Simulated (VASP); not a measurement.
# In2Ga3As3 (P-4m2) in VASP: further runs

Runs on In2Ga3As3. Level: PBE. Tasks: single point.

All numbers are computed with VASP 6.6.1; they aren't measurements. Logs are shortened: lines on timing, memory, paths and dates and some standing lists are left out, and cuts for length are marked.

## Step 1: The cell of the first run

Symmetry: P-4m2, No. 115, tetragonal system. The conventional cell has a = 4.092 Å, b = 4.092 Å, c = 12.852 Å, α = 90.00°, β = 90.00°, γ = 90.00°. In (site symmetry 2mm) has 2 As at 2.65 Å and 2 Ga at 2.79 Å within 3.5 Å. Ga (site symmetry 2mm) has 4 As at 2.49 to 2.50 Å within 3.3 Å. Ga (site symmetry -4m2) has 4 In at 2.79 Å within 3.7 Å. As (site symmetry 2mm) has 2 Ga at 2.49 Å and 2 In at 2.65 Å within 3.3 Å. As (site symmetry -4m2) has 4 Ga at 2.50 Å within 3.3 Å.

## Step 2: Single point, PBE

INCAR

```
SYSTEM = In2Ga3As3
ALGO = Fast
EDIFF = 1E-6
ENCUT = 520
GGA = PE
ISIF = 2
ISMEAR = 0
LASPH = .True.
LCHARG = .False.
LREAL = .False.
LWAVE = .False.
NBANDS = 50
NELM = 100
PREC = Accurate
SIGMA = 0.1
```

KPOINTS

```
k-points
0
Gamma
  8 8 4
  0 0 0
```

POSCAR

```
In2Ga3As3
1.0
    4.0915962240      0.0000000000      0.0000000000
    0.0000000000      4.0915962240      0.0000000000
    0.0000000000      0.0000000000     12.8516302954
In Ga As
2 3 3
Direct
    0.5000000000      0.0000000000      0.3528594681
    0.0000000000      0.5000000000      0.6471405319
    0.5000000000      0.0000000000      0.8886756961
    0.0000000000      0.0000000000      0.5000000000
    0.0000000000      0.5000000000      0.1113243039
    0.5000000000      0.5000000000      0.7782542058
    0.5000000000      0.5000000000      0.2217457942
    0.0000000000      0.0000000000      0.0000000000
```

Potentials or basis: VASP PAW PBE potentials, release 64 (In_d, Ga_d, As).

Command:

```sh
$ cat potpaw_PBE.64/In_d/POTCAR potpaw_PBE.64/Ga_d/POTCAR potpaw_PBE.64/As/POTCAR > POTCAR
$ mpirun -np 1 vasp_std > vasp.out
```

OUTCAR:

```text
SYSTEM = In2Ga3As3
   EDIFF = 1E-6
   ENCUT = 520
   GGA = PE
   ISIF = 2
   ISMEAR = 0
   LASPH = .True.
   LREAL = .False.
   NELM = 100
   PREC = Accurate

 ion  position               nearest neighbor table
   1  0.500  0.000  0.353-   7 2.65   7 2.65   4 2.79   4 2.79
   2  0.000  0.500  0.647-   6 2.65   6 2.65   4 2.79   4 2.79
   3  0.500  0.000  0.889-   6 2.49   6 2.49   8 2.50   8 2.50
   4  0.000  0.000  0.500-   1 2.79   2 2.79   2 2.79   1 2.79
   5  0.000  0.500  0.111-   7 2.49   7 2.49   8 2.50   8 2.50
   6  0.500  0.500  0.778-   3 2.49   3 2.49   2 2.65   2 2.65
   7  0.500  0.500  0.222-   5 2.49   5 2.49   1 2.65   1 2.65
   8  0.000  0.000  0.000-   3 2.50   5 2.50   5 2.50   3 2.50

  LATTYP: Found a simple tetragonal cell.
 ALAT       =     4.0915962240
 C/A-ratio  =     3.1409820500

  Lattice vectors:

 A1 = (   4.0915962240,   0.0000000000,   0.0000000000)
 A2 = (   0.0000000000,   4.0915962240,   0.0000000000)
 A3 = (   0.0000000000,   0.0000000000,  12.8516302954)

Analysis of symmetry for initial positions (statically):
=====================================================================
 Subroutine PRICEL returns:
 Original cell was already a primitive cell.

 Routine SETGRP: Setting up the symmetry group for a
 simple tetragonal supercell.

 Subroutine GETGRP returns: Found  8 space group operations
 (whereof  8 operations were pure point group operations)
 out of a pool of 16 trial point group operations.

The static configuration has the point symmetry D_2d.

Analysis of symmetry for dynamics (positions and initial velocities):
=====================================================================
 Subroutine PRICEL returns:
 Original cell was already a primitive cell.

 Routine SETGRP: Setting up the symmetry group for a
 simple tetragonal supercell.

 Subroutine GETGRP returns: Found  8 space group operations
 (whereof  8 operations were pure point group operations)
 out of a pool of 16 trial point group operations.

The dynamic configuration has the point symmetry D_2d.

 Subroutine INISYM returns: Found  8 space group operations
 (whereof  8 operations are pure point group operations),
 and found     1 'primitive' translations

----------------------------------------------------------------------------------------

                                     Primitive cell

  volume of cell :     215.1512

  direct lattice vectors                    reciprocal lattice vectors
     4.091596224  0.000000000  0.000000000     0.244403393  0.000000000  0.000000000
     0.000000000  4.091596224  0.000000000     0.000000000  0.244403393  0.000000000
     0.000000000  0.000000000 12.851630295     0.000000000  0.000000000  0.077811140

  length of vectors
     4.091596224  4.091596224 12.851630295     0.244403393  0.244403393  0.077811140

  position of ions in fractional coordinates (direct lattice)
     0.500000000  0.000000000  0.352859468
     0.000000000  0.500000000  0.647140532
     0.500000000  0.000000000  0.888675696
     0.000000000  0.000000000  0.500000000
     0.000000000  0.500000000  0.111324304
     0.500000000  0.500000000  0.778254206
     0.500000000  0.500000000  0.221745794
     0.000000000  0.000000000  0.000000000

  ion indices of the primitive-cell ions
   primitive index   ion index
                 1           1
                 2           2
                 3           3
                 4           4
                 5           5
                 6           6
                 7           7
                 8           8

----------------------------------------------------------------------------------------

 KPOINTS: k-points

Automatic generation of k-mesh.
 Grid dimensions read from file:
 generate k-points for:    8    8    4

 Generating k-lattice:

  Cartesian coordinates                     Fractional coordinates (reciprocal lattice)
     0.030550424  0.000000000  0.000000000     0.125000000  0.000000000  0.000000000
     0.000000000  0.030550424  0.000000000     0.000000000  0.125000000  0.000000000
     0.000000000  0.000000000  0.019452785     0.000000000  0.000000000  0.250000000

  Length of vectors
     0.030550424  0.030550424  0.019452785

  Shift w.r.t. Gamma in fractional coordinates (k-lattice)
     0.000000000  0.000000000  0.000000000

 Subroutine IBZKPT returns following result:
 ===========================================

 Found     45 irreducible k-points:

 Following reciprocal coordinates:
            Coordinates               Weight
  0.000000  0.000000  0.000000      1.000000
  0.125000  0.000000  0.000000      4.000000
  0.250000  0.000000  0.000000      4.000000
  0.375000  0.000000  0.000000      4.000000
  0.500000  0.000000  0.000000      2.000000
  0.125000  0.125000  0.000000      4.000000
[... 16 lines left out ...]
  0.375000  0.125000  0.250000     16.000000
  0.500000  0.125000  0.250000      8.000000
 [... further k-points ...]
   k-points           NKPTS =     45   k-points in BZ     NKDIM =     45   number of bands    NBANDS=     50
   number of dos      NEDOS =    301   number of ions     NIONS =      8
   total plane-waves  NPLWV =  86400
   dimension x,y,z NGX =    30 NGY =   30 NGZ =   96
   dimension x,y,z NGXF=    60 NGYF=   60 NGZF=  192
   ions per type =               2   3   3
   NGX,Y,Z   is equivalent  to a cutoff of  12.19, 12.19, 12.42 a.u.
   NGXF,Y,Z  is equivalent  to a cutoff of  24.38, 24.38, 24.84 a.u.
 SYSTEM =  In2Ga3As3
   PREC   = accura    normal or accurate (medium, high low for compatibility)
   ISTART =      0    job   : 0-new  1-cont  2-samecut
   ICHARG =      2    charge: 1-file 2-atom 10-const
   ISPIN  =      1    spin polarized calculation?
   LNONCOLLINEAR =      F non collinear calculations
   LSORBIT =      F    spin-orbit coupling
   LASPH  =      T    aspherical Exc in radial PAW
   ENCUT  =  520.0 eV  38.22 Ry    6.18 a.u.   7.61  7.61 23.90*2*pi/ulx,y,z
   NELM   =    100;   NELMIN=  2; NELMDL= -5     # of ELM steps
   EDIFF  = 0.1E-05   stopping-criterion for ELM
   LREAL  =      F    real-space projection
   EDIFFG = 0.1E-04   stopping-criterion for IOM
   NSW    =      0    number of steps for IOM
   IBRION =     -1    ionic relax: 0-MD 1-quasi-New 2-CG
   NFREE  =      0    steps in history (QN), initial steepest desc. (CG)
   ISIF   =      2    stress and relaxation
   ISYM   =      2    0-nonsym 1-usesym 2-fastsym
   POTIM  = 0.5000    time-step for ionic-motion
   TEBEG  =    0.0;   TEEND  =   0.0 temperature during run
   PSTRESS=    0.0 pullay stress
   NELECT =      80.0000    total number of electrons
   NUPDOWN=      -1.0000    fix difference up-down
   EMIN   =  10.00;   EMAX   =-10.00  energy-range for DOS
   EFERMI =   0.00;   METHOD = LEGACY
   ISMEAR =     0;   SIGMA  =   0.10  broadening in eV -4-tet -1-fermi 0-gaus
   EFERMI_NEDOS =   21; number of points for ismear=-14 and -15
   IALGO  =     68    algorithm
   IMIX   =      4    mixing-type and parameters
     AMIX     =   0.40;   BMIX     =  1.00
     AMIX_MAG =   1.60;   BMIX_MAG =  1.00
  volume/ion in A,a.u.               =      26.89       181.49
  Fermi-wavevector in a.u.,A,eV,Ry     =   1.177218  2.224620 18.855529  1.385842
  Thomas-Fermi vector in A             =   2.313568
   LORBIT       =      0    0 simple, 1 ext, 2 COOP (PROOUT), +10 PAW based schemes
   GGA     = PE    functional components
   LHFCALC =     F    Hartree Fock is set to
   AEXX    =    0.0000 exact exchange contribution
   IVDW    =     0    specifies the selected vdW correction
   LEPSILON=     F    determine dielectric tensor
   LRPA    =     F    only Hartree local field effects (RPA)
 non-spin polarized calculation
 RMM-DIIS sequential band-by-band and
 Gauss-broadening in eV      SIGMA  =   0.10
  energy-cutoff  :      520.00
  volume of cell :      215.15
 maximum number of plane-waves:      5832
   NGX = 15   NGY = 15   NGZ = 47

 number of electron      80.0000026 magnetization

 Free energy of the ion-electron system (eV)
  ---------------------------------------------------
  ext. energy  EPLUGINS =         0.00000000
  ---------------------------------------------------
  free energy    TOTEN  =       -29.00382777 eV

  energy without entropy =      -28.98196044  energy(sigma->0) =      -28.99289410

 E-fermi :   3.4250     XC(G=0):  -9.0858

 val. band max:        3.4194357740   @ k =   0.5000   0.2500   0.0000
 cond. band min:       3.4345084614   @ k =   0.2500   0.1250   0.2500
 fundamental gap:      0.0150726873
 Fermi energy:         3.4249877692

 k-point     1 :       0.0000    0.0000    0.0000
  band No.  band energies     occupation
      1     -11.2098      2.00000
      2     -11.1643      2.00000
      3     -11.1610      2.00000
      4     -11.1610      2.00000
      5     -11.1506      2.00000
      6     -11.1319      2.00000
[... 42 lines left out ...]
     49       7.5565      0.00000
     50       7.6154      0.00000

 k-point     2 :       0.1250    0.0000    0.0000
  band No.  band energies     occupation
      1     -11.2076      2.00000
      2     -11.1650      2.00000
      3     -11.1613      2.00000
      4     -11.1606      2.00000
      5     -11.1423      2.00000
      6     -11.1372      2.00000
[... 42 lines left out ...]
     49       7.7425      0.00000
     50       8.4961      0.00000

 k-point     3 :       0.2500    0.0000    0.0000
  band No.  band energies     occupation
      1     -11.2033      2.00000
      2     -11.1668      2.00000
      3     -11.1621      2.00000
      4     -11.1572      2.00000
      5     -11.1476      2.00000
      6     -11.1290      2.00000
[... 42 lines left out ...]
     49       8.2837      0.00000
     50       9.0251      0.00000

 k-point     4 :       0.3750    0.0000    0.0000
  band No.  band energies     occupation
      1     -11.2003      2.00000
      2     -11.1741      2.00000
      3     -11.1629      2.00000
      4     -11.1534      2.00000
      5     -11.1517      2.00000
      6     -11.1259      2.00000
[... 999 lines left out ...]
 k-point    23 :       0.3750    0.1250    0.2500
  band No.  band energies     occupation
      1     -11.2026      2.00000
      2     -11.1745      2.00000
      3     -11.1637      2.00000
      4     -11.1558      2.00000
      5     -11.1445      2.00000
      6     -11.1228      2.00000
[... 42 lines left out ...]
     49       8.4559      0.00000
     50       8.7846      0.00000

 k-point    24 :       0.5000    0.1250    0.2500
  band No.  band energies     occupation
      1     -11.2028      2.00000
      2     -11.1790      2.00000
      3     -11.1630      2.00000
      4     -11.1566      2.00000
      5     -11.1421      2.00000
      6     -11.1211      2.00000
[... 42 lines left out ...]
     49       8.3331      0.00000
     50       8.7241      0.00000

 [... further k-points ...]
[... 5 lines left out ...]
  --------------------------------------------------------------------------------------
  -------------------------------------------------------------------------------------
  Total        0.1299758      0.1299758      0.1017465      0.0000000      0.0000000      0.0000000
  in kB        0.9678977      0.9678977      0.7576806      0.0000000      0.0000000      0.0000000
  external PRESSURE =       0.8978254 kB  Pullay stress =       0.0000000 kB

 VOLUME and BASIS-vectors are now :
 -----------------------------------------------------------------------------
  energy-cutoff  :      520.00
  volume of cell :      215.15
      direct lattice vectors                 reciprocal lattice vectors
     4.091596224  0.000000000  0.000000000     0.244403393  0.000000000  0.000000000
     0.000000000  4.091596224  0.000000000     0.000000000  0.244403393  0.000000000
     0.000000000  0.000000000 12.851630295     0.000000000  0.000000000  0.077811140

 POSITION                                       TOTAL-FORCE (eV/Angst)
 -----------------------------------------------------------------------------------
      2.04580      0.00000      4.53482        -0.000000     -0.000000      0.000978
      0.00000      2.04580      8.31681        -0.000000     -0.000000     -0.000978
      2.04580      0.00000     11.42093         0.000000     -0.000000      0.007886
      0.00000      0.00000      6.42582        -0.000000     -0.000000      0.000000
      0.00000      2.04580      1.43070        -0.000000     -0.000000     -0.007886
      2.04580      2.04580     10.00184        -0.000000      0.000000     -0.003832
      2.04580      2.04580      2.84979        -0.000000      0.000000      0.003832
      0.00000      0.00000      0.00000        -0.000000     -0.000000      0.000000
 -----------------------------------------------------------------------------------
    total drift:                                0.000000      0.000000      0.000000

  FREE ENERGIE OF THE ION-ELECTRON SYSTEM (eV)
  ---------------------------------------------------
  free  energy   TOTEN  =       -29.0038277667 eV

  energy  without entropy=      -28.9819604405  energy(sigma->0) =      -28.99289410
```

It took 16 min on 1 thread of Oxide Virtual Turin-like, shared host; peak memory 0.52 GiB.

What came out:

* Free energy: -29.0038 eV
* Pressure: 0.1 GPa
* Largest force: 0.008 eV/Å
* Band gap on the k mesh: zero (band 40 reaches 5.17 eV, above the bottom of band 41 at 2.55 eV)

Forces in eV/Å, atoms in the order of the input:
```
In   0.000  0.000  0.001
In   0.000  0.000 -0.001
Ga   0.000  0.000  0.008
Ga   0.000  0.000  0.000
Ga   0.000  0.000 -0.008
As   0.000  0.000 -0.004
As   0.000  0.000  0.004
As   0.000  0.000  0.000
```

Caveat: spin-orbit coupling is left out, which moves the levels of the heavy elements.

## Step 3: Single point, PBE

This run uses another cell than the first one, of 27.24 Å³/atom, 1.013 times its volume.

INCAR

```
SYSTEM = In2Ga3As3
ALGO = Fast ; EDIFF = 1E-6
ENCUT = 520 ; GGA = PE
ISIF = 2 ; ISMEAR = 0
LASPH = .TRUE. ; LCHARG = .FALSE.
LREAL = .FALSE. ; LWAVE = .FALSE.
NBANDS = 50 ; NELM = 80
PREC = Accurate ; SIGMA = 0.1
```

KPOINTS

```
k-points
0
G
  8 8 4
  0 0 0
```

POSCAR

```
In2Ga3As3
1.0
    4.1676037653      0.0000000000      0.0000000000
    0.0000000000      4.1676037653      0.0000000000
    0.0000000000      0.0000000000     12.5452260978
In Ga As
2 3 3
Direct
    0.5000000000      0.0000000000      0.8705723302
    0.0000000000      0.5000000000      0.1294276698
    0.0000000000      0.5000000000      0.6267926747
    0.5000000000      0.0000000000      0.3732073253
    0.0000000000      0.0000000000      0.5000000000
    0.5000000000      0.5000000000      0.7387796424
    0.5000000000      0.5000000000      0.2612203576
    0.0000000000      0.0000000000      0.0000000000
```

Potentials or basis: VASP PAW PBE potentials, release 64 (In_d, Ga_d, As).

Command:

```sh
$ cat potpaw_PBE.64/In_d/POTCAR potpaw_PBE.64/Ga_d/POTCAR potpaw_PBE.64/As/POTCAR > POTCAR
$ mpirun -np 1 vasp_std > vasp.out
```

It took 17 min on 1 thread of Oxide Virtual Turin-like, shared host; peak memory 0.54 GiB.

It converged, with:

```
Free energy            : -28.7132 eV
Pressure               : 0.1 GPa
Largest force          : 0.010 eV/Å
Band gap on the k mesh : zero (band 40 reaches 4.85 eV, above the bottom of band 41 at 2.40 eV)
```

Forces on the atoms (eV/Å):
```
In   0.000  0.000 -0.003
In   0.000  0.000  0.003
Ga   0.000  0.000 -0.010
Ga   0.000  0.000  0.010
Ga   0.000  0.000  0.000
As   0.000  0.000  0.005
As   0.000  0.000 -0.005
As   0.000  0.000  0.000
```

Levels at points of the mesh, in eV from the Fermi level:
| k point | band 36 | band 37 | band 38 | band 39 | band 40 | band 41 | band 42 | band 43 | band 44 | band 45 |
| --- | --- | --- | --- | --- | --- | --- | --- | --- | --- | --- |
| (0.00, 0.00, 0.00) | -1.18 | -0.50 | -0.50 | 0.39 | 0.40 | 1.74 | 1.74 | 2.03 | 2.52 | 2.57 |
| (0.50, 0.00, 0.00) | -1.01 | -0.57 | -0.52 | -0.50 | -0.16 | 1.04 | 1.48 | 1.62 | 2.72 | 3.83 |
| (0.50, 0.50, 0.00) | -2.60 | -2.50 | -2.24 | -1.46 | -1.46 | -0.77 | 1.85 | 1.89 | 2.06 | 2.06 |
| (0.00, 0.00, 0.50) | -1.33 | -1.33 | -0.34 | -0.34 | 1.55 | 1.57 | 1.57 | 2.13 | 2.29 | 2.76 |
| (0.50, 0.00, 0.50) | -1.27 | -1.01 | -0.95 | -0.52 | -0.50 | 1.62 | 1.89 | 2.24 | 2.35 | 3.31 |
| (0.50, 0.50, 0.50) | -2.46 | -2.45 | -2.43 | -1.56 | -1.56 | -0.90 | 2.40 | 2.59 | 2.59 | 2.78 |

Caveat: spin-orbit coupling is left out, which moves the levels of the heavy elements.
